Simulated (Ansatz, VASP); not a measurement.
# Si13Ge3 in VASP and in Ansatz

```
Ge Si
1.0
     0.00043    5.47323    5.47272
     5.47249    0.00117    5.47199
     5.47366    5.47366    0.00000
Ge Si
3 13
Direct
  0.37652 0.37054 0.37647
  0.37514 0.37495 0.87496
  0.24840 0.75449 0.24855
  0.37640 0.87632 0.37641
  0.37640 0.87632 0.87087
  0.87492 0.37492 0.37520
  0.87492 0.37492 0.87496
  0.87087 0.87635 0.37639
  0.87494 0.87517 0.87494
  0.24724 0.24732 0.25266
  0.24724 0.24732 0.75279
  0.24847 0.75412 0.74870
  0.75420 0.24848 0.24866
  0.75410 0.24851 0.74870
  0.75012 0.75014 0.24988
  0.75012 0.75014 0.74986
```

Alike in both runs: functional PBEsol; k mesh 6 × 6 × 6; occupations gaussian, width 0.02 eV; no spin polarisation.

Ansatz relaxed the structure, and its values are those at the end. VASP's run is a single point on that final structure, the one shown.

|  | VASP | Ansatz |
| --- | --- | --- |
| version | VASP 6.6.1 | Ansatz 0.2.0 |
| potentials or method | VASP PAW PBE potentials, release 64 (Ge_d, Si), cutoff 520 eV | scalar-relativistic, plane waves, PAW |
| valence electrons in the cell | 94 | 94 |

Ansatz gave:

| Property | Result |
| --- | --- |
| gap on the k mesh at the Fermi level (eV) | 0.38 |
| least direct gap on the mesh (eV) | 0.38 |
| pressure (GPa) | 0.0 |
| rms of the force components (eV/Å) | 0.000 |

Problem. Which values does VASP return?

Solution. gap on the k mesh at the Fermi level (eV): 0.37; least direct gap on the mesh (eV): 0.37; pressure (GPa): 0.1; rms of the force components (eV/Å): 0.004.

VASP's potentials were made for PBE, not for PBEsol. The functional is the same, so the differences come from potentials, cutoffs and numerics.
